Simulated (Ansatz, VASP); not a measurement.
# ZnSe: VASP beside Ansatz

File INCAR:

```
PREC = Accurate
ENCUT = 520
EDIFF = 1E-6
ISMEAR = 0
SIGMA = 0.02
LREAL = F
LASPH = T
NELM = 60
ALGO = Normal
ISIF = 2
LWAVE = F
LCHARG = F
GGA = PS
NBANDS = 16
```

The input KPOINTS:

```
Automatic mesh
0
Gamma
  8 8 8
```

Contents of POSCAR:

```
ZnSe
1.0
    0.0000000000      2.8225214760      2.8225214760
    2.8225214760      0.0000000000      2.8225214760
    2.8225214760      2.8225214760      0.0000000000
Zn Se
1 1
Direct
    0.0000000000      0.0000000000      0.0000000000
    0.7500000000      0.7500000000      0.7500000000
```

Input for Ansatz:

```yaml
crystal:
  lattice:
    - [0.0, 2.822521476, 2.822521476]
    - [2.822521476, 0.0, 2.822521476]
    - [2.822521476, 2.822521476, 0.0]
  atoms:
    - { symbol: Zn, position: [0.0, 0.0, 0.0] }
    - { symbol: Se, position: [0.75, 0.75, 0.75] }
basis:
  ecutwfc: 420
kpoints:
  mp_grid: { grid: [8, 8, 8] }
hamiltonian:
  xc: pbesol
scf:
  occupations: { method: gaussian, width: 0.02 }
output:
  forces: true
  stress: true
  eigenvalues: true
```

Alike in both runs: task single point; functional PBEsol; k mesh 8 × 8 × 8; occupations gaussian, width 0.02 eV; no spin polarisation.

|  | VASP | Ansatz |
| --- | --- | --- |
| version | VASP 6.6.1 | Ansatz 0.2.0 |
| potentials or method | VASP PAW PBE potentials, release 64 (Zn, Se), cutoff 520 eV | scalar-relativistic, plane waves, PAW |
| valence electrons in the cell | 18 | 28 |

|  | VASP | Ansatz | Ansatz less VASP |
| --- | --- | --- | --- |
| gap on the k mesh at the Fermi level (eV) | 1.22 | 1.21 | -0.004 |
| least direct gap on the mesh (eV) | 1.22 | 1.21 | -0.004 |
| pressure (GPa) | -0.1 | -0.4 | -0.26 |

VASP's potentials were made for PBE, not for PBEsol. VASP's potentials hold 18 valence electrons a cell and Ansatz's 28, so a difference there can come from the potentials and not from the codes.
